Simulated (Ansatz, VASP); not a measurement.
**Co in VASP and in Ansatz**

File INCAR:

```
SYSTEM = Co
PREC = Accurate
ENCUT = 520
EDIFF = 1E-6
ISMEAR = 0
SIGMA = 0.6
LREAL = .False.
LASPH = .True.
NELM = 150
ALGO = Normal
ISIF = 2
LWAVE = .False.
LCHARG = .False.
ISPIN = 2
MAGMOM = 1.558 1.558
LORBIT = 11
LMAXMIX = 4
GGA = CA
NBANDS = 20
```

Contents of KPOINTS:

```
regular mesh
0
Gamma
  15 15 8
  0 0 0
```

Contents of POSCAR:

```
Co
1.0
    2.4273810165      0.0000000000      0.0000000000
   -1.2136905082      2.1021736250      0.0000000000
    0.0000000000      0.0000000000      3.9230481332
Co
2
Direct
    0.3333333333      0.6666666667      0.2500000000
    0.6666666667      0.3333333333      0.7500000000
```

Input for Ansatz:

```yaml
crystal:
  lattice:
    - [2.4273810165, 0.0, 0.0]
    - [-1.2136905082, 2.102173625, 0.0]
    - [0.0, 0.0, 3.9230481332]
  atoms:
    - { symbol: Co, position: [0.3333333333, 0.6666666667, 0.25], spin: 1.558 }
    - { symbol: Co, position: [0.6666666667, 0.3333333333, 0.75], spin: 1.558 }
hamiltonian:
  xc: lda
  pseudopotentials:
    kind: paw
    azcp:
      Co: "pseudopotentials/Co.paw.azcp"
basis:
  ecutwfc: 420
  fft_grid_basis: typed
kpoints:
  mp_grid: { grid: [15, 15, 8], shift: [0, 0, 0] }
magnetization:
  spin_polarized: true
scf:
  occupations: { method: gaussian, width: 0.6 }
  lower_state_search: "off"
output:
  stress: true
  write_density: true
  write_potential: true
  elf: true
  volumetric_format: npy
```

Alike in both runs: task single point; functional LDA; k mesh 15 × 15 × 8; occupations gaussian, width 0.6 eV; collinear spin.

```csv
,VASP,Ansatz
version,VASP 6.6.1,Ansatz 0.2.0
potentials or method,"VASP PAW LDA potentials, release 64 (Co), cutoff 520 eV","plane waves (420 eV) with PAW, scalar-relativistic"
valence electrons in the cell,18,34
```

```csv
,VASP,Ansatz,Ansatz less VASP
pressure (GPa),-5.2,-3.1,+2.16
"traceless stress, the component that is largest in VASP (GPa)",-0.80,-0.53,+0.275
net moment per atom (μB),0.93,1.10,+0.169
size of the moment on the site where the two differ most (μB),0.93,1.13,+0.206
```

The net moments are unlike, so the other rows may belong to different states. Ansatz warns that its potentials were made for another functional, while VASP's fit it. LDA's correlation is that of Perdew and Zunger in VASP and of Perdew and Wang (1992) in Ansatz. Site moments also hang on the region over which each program counts them. VASP's potentials hold 18 valence electrons a cell and Ansatz's 34, so a difference there can come from the potentials and not from the codes.
